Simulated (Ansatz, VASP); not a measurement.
**In4Bi3P: VASP beside Ansatz**

Contents of INCAR:

```
ALGO = Normal
EDIFF = 1E-6
ENCUT = 500
GGA = PE
GGA_COMPAT = F
ISIF = 2
ISMEAR = -1
LASPH = T
LCHARG = T
LELF = T
LREAL = F
LVHAR = T
LWAVE = F
NBANDS = 61
NELM = 120
PREC = Accurate
SIGMA = 0.02
```

The input KPOINTS:

```
k-points
0
Gamma
  4 4 4
```

POSCAR

```
In4Bi3P
1.0
   -3.2789497300      3.2789497300      6.5354332333
    3.2789497300     -3.2789497300      6.5354332333
    3.2789497300      3.2789497300     -6.5354332333
P In Bi
1 4 3
Direct
    0.0000000000      0.0000000000      0.0000000000
    0.6562946658      0.6562946658      0.5458653108
    0.8895706450      0.3437053342      0.0000000000
    0.1104293550      0.1104293550      0.4541346892
    0.3437053342      0.8895706450      0.0000000000
    0.2500000000      0.7500000000      0.5000000000
    0.5000000000      0.5000000000      0.0000000000
    0.7500000000      0.2500000000      0.5000000000
```

Input for Ansatz:

```yaml
crystal:
  lattice:
    - [-3.27894973, 3.27894973, 6.5354332333]
    - [3.27894973, -3.27894973, 6.5354332333]
    - [3.27894973, 3.27894973, -6.5354332333]
  atoms:
    - { symbol: P, position: [0.0, 0.0, 0.0] }
    - { symbol: In, position: [0.6562946658, 0.6562946658, 0.5458653108] }
    - { symbol: Bi, position: [0.25, 0.75, 0.5] }
    - { symbol: In, position: [0.889570645, 0.3437053342, 0.0] }
    - { symbol: Bi, position: [0.5, 0.5, 0.0] }
    - { symbol: In, position: [0.110429355, 0.110429355, 0.4541346892] }
    - { symbol: Bi, position: [0.75, 0.25, 0.5] }
    - { symbol: In, position: [0.3437053342, 0.889570645, 0.0] }
kpoints:
  mp_grid: { grid: [4, 4, 4] }
hamiltonian:
  xc: pbe
scf:
  occupations: { method: fermi_dirac, width: 0.02 }
  n_extra_bands: 6
output:
  forces: true
  stress: true
  eigenvalues: true
```

Alike in both runs: task single point; functional PBE; k mesh 4 × 4 × 4; occupations fermi-dirac, width 0.02 eV; no spin polarisation.

|  | VASP | Ansatz |
| --- | --- | --- |
| version | VASP 6.6.1 | Ansatz 0.2.0 |
| potentials or method | VASP PAW PBE potentials, release 64 (P, In_d, Bi_d) | plane waves, PAW |
| plane-wave cutoff (eV) | 500 | 420 |
| valence electrons in the cell | 102 | 102 |

|  | VASP | Ansatz | Ansatz less VASP |
| --- | --- | --- | --- |
| pressure (GPa) | 1.1 | 1.2 | +0.04 |

Neither program's run includes spin-orbit coupling.
